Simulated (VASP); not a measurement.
Write the native input for VASP 6.6.1 that does the following.

```
Task                   : single point
Functional             : r2SCAN
Potentials or basis    : VASP PAW PBE potentials, release 64 (Y_sv)
Cutoff                 : 520 eV
k mesh                 : 14 × 14 × 8
Occupations            : gaussian, width 0.05 eV
Spin                   : no spin polarisation
Dipole correction      : no
Further INCAR settings : ALGO = Normal; EDIFF = 1e-07; NBANDS = 18
```

Crystal: Y.

```
Y
1.0
     3.67157    0.00000    0.00000
    -1.83578    3.17967    0.00000
     0.00000    0.00000    5.67421
Y
2
Cartesian
  0.0000 2.1198 4.2557
  1.8358 1.0599 1.4186
```

The input as run:

POSCAR

```
Y
1.0
    3.6715659193      0.0000000000      0.0000000000
   -1.8357829597      3.1796693578      0.0000000000
    0.0000000000      0.0000000000      5.6742065092
Y
2
Direct
    0.3333333333      0.6666666667      0.7500000000
    0.6666666667      0.3333333333      0.2500000000
```

INCAR.step1

```
PREC = Accurate
ENCUT = 520
ISMEAR = 0
SIGMA = 0.05
LREAL = False
LASPH = True
NELM = 60
NBANDS = 18
GGA = PE
ALGO = Normal
EDIFF = 1E-4
LWAVE = True
LCHARG = False
```

INCAR.step2

```
PREC = Accurate
ENCUT = 520
EDIFF = 1E-7
ISMEAR = 0
SIGMA = 0.05
LREAL = False
LASPH = True
NELM = 60
ALGO = Normal
ISIF = 2
LWAVE = False
LCHARG = False
METAGGA = R2SCAN
LMIXTAU = True
NBANDS = 18
ISTART = 1
```

KPOINTS

```
regular mesh
0
Gamma
  14 14 8
```

Potentials or basis: VASP PAW PBE potentials, release 64 (Y_sv).

Command:

```sh
$ cat potpaw_PBE.64/Y_sv/POTCAR > POTCAR
$ cp INCAR.step1 INCAR
$ mpirun -np 1 vasp_std > vasp.out
$ cp INCAR.step2 INCAR
$ mpirun -np 1 vasp_std > vasp.out
```

Results of the run:

```json
{
 "Pressure": "0.4 GPa",
 "Band gap on the k mesh": "zero (band 11 reaches 4.11 eV, above the bottom of band 12 at 2.41 eV)"
}
```

Caveat: the PAW data sets were made with another functional, which shifts forces and pressure a little.

Run time: 17 min on 1 thread of Oxide Virtual Turin-like Processor (shared host), peak memory 0.25 GiB.
